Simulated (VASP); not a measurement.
Write the native input for VASP 6.6.1 that does the following.

```yaml
Task: relaxation of cell and atoms
Functional: revPBE
Potentials_or_basis: VASP PAW PBE potentials, release 64 (Sr_sv)
Cutoff: 600 eV
k_mesh: 9 × 9 × 3
Occupations: fermi-dirac, width 0.1 eV
Spin: no spin polarisation
Dipole_correction: no
Further_INCAR_settings: ALGO = Normal; EDIFF = 1e-06; IBRION = 2; EDIFFG = -0.01; NSW = 80; ISIF = 3
```

The structure of Sr lies in POSCAR:

```
Sr
1.0
    4.3025266259      0.0000000000      0.0000000000
   -2.1512633129      3.7260973585      0.0000000000
    0.0000000000      0.0000000000     14.0520519602
Sr
4
Direct
    0.0000000000      0.0000000000      0.0000000000
    0.0000000000      0.0000000000      0.5000000000
    0.3333333333      0.6666666667      0.2500000000
    0.6666666667      0.3333333333      0.7500000000
```

This isn't the form of Sr at room conditions, which is fcc.

These files were run (other wordings do the same):

INCAR

```
SYSTEM = Sr
ALGO = Normal
EDIFF = 1E-6
EDIFFG = -0.01
ENCUT = 600
GGA = RE
IBRION = 2
ISIF = 3
ISMEAR = -1
LASPH = .True.
LCHARG = .False.
LREAL = .False.
LWAVE = .False.
NELM = 100
NSW = 80
PREC = Accurate
SIGMA = 0.1
```

KPOINTS

```
k-points
0
Gamma
  9 9 3
  0 0 0
```

Potentials or basis: VASP PAW PBE potentials, release 64 (Sr_sv).

Command:

```bash
$ cat potpaw_PBE.64/Sr_sv/POTCAR > POTCAR
$ mpirun -np 1 vasp_std > vasp.out
```

Results of the run:

```json
{"Relaxed volume": "57.88 Å³/atom", "Relaxed cell": "a = 4.339 Å, b = 4.339 Å, c = 14.196 Å, α = 90.00°, β = 90.00°, γ = 120.00°", "Space group after relaxing (to 0.1 Å)": "P6_3/mmc (No. 194)", "Energy gained by relaxing": "1.5 meV/atom", "Ionic steps": "3", "Pressure after relaxing": "0.0 GPa", "Band gap on the k mesh": "zero (bands 20 and 21 overlap by 0.20 eV)"}
```

Caveat: the PAW data sets were made with another functional, which shifts forces and pressure a little.

It took 9.4 min on 1 thread of Intel Xeon 8259CL, on a shared host, peak memory 0.46 GiB.
